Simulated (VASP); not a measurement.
Runs of VASP 6.6.1 on SnO (Romarchite). The structure is tetragonal, space group P4/nmm (No. 129). The conventional cell has a = 3.799 Å, b = 3.799 Å, c = 4.841 Å, α = 90.00°, β = 90.00°, γ = 90.00°. Sn (site symmetry 4mm) has 4 O at 2.22 Å within 2.9 Å. Within 2.9 Å of O (site symmetry -4m2) lie 4 Sn at 2.22 Å and 4 O at 2.69 Å. 

```csv
potentials or basis,k mesh,cutoff (eV),second run,gap on the mesh (eV),pressure (GPa),largest force (eV/Å)
"VASP PAW PBE potentials, release 64 (Sn_d, O_h)",5 × 5 × 4,910,hard_potentials,0.47,(a),0.27
"VASP PAW PBE potentials, release 64 (Sn_d, O)",6 × 6 × 4,520,-,0.05,(b),0.28
"VASP PAW PBE potentials, release 64 (Sn_d, O_h)",3 × 3 × 3,910,hard_potentials,1.05,0.4,0.36
"VASP PAW PBE potentials, release 64 (Sn_d, O)",4 × 4 × 3,520,-,0.05,0.9,0.29
"VASP PAW PBE potentials, release 64 (Sn_d, O)",3 × 3 × 3,520,-,1.05,(c),0.36
```

Alike in all rows: task single point; level PBEsol; no spin polarisation; cell as given; smearing gaussian 0.01 eV.

**Question.** Estimate the missing entries.

**Answer.** (a) 0.7; (b) 0.8; (c) 0.6.

Caveats: some runs use coarse meshes; the PAW data sets were made with another functional, which shifts forces and pressure a little; spin-orbit coupling is left out, which moves the levels of the heavy elements; the cutoff is under 1.25 times the usual one of these potentials, so pressure, stress and relaxed cells hold a basis-set (Pulay) error (some runs).

A k mesh can miss the band edges, and the runs leave out spin-orbit coupling on Sn.
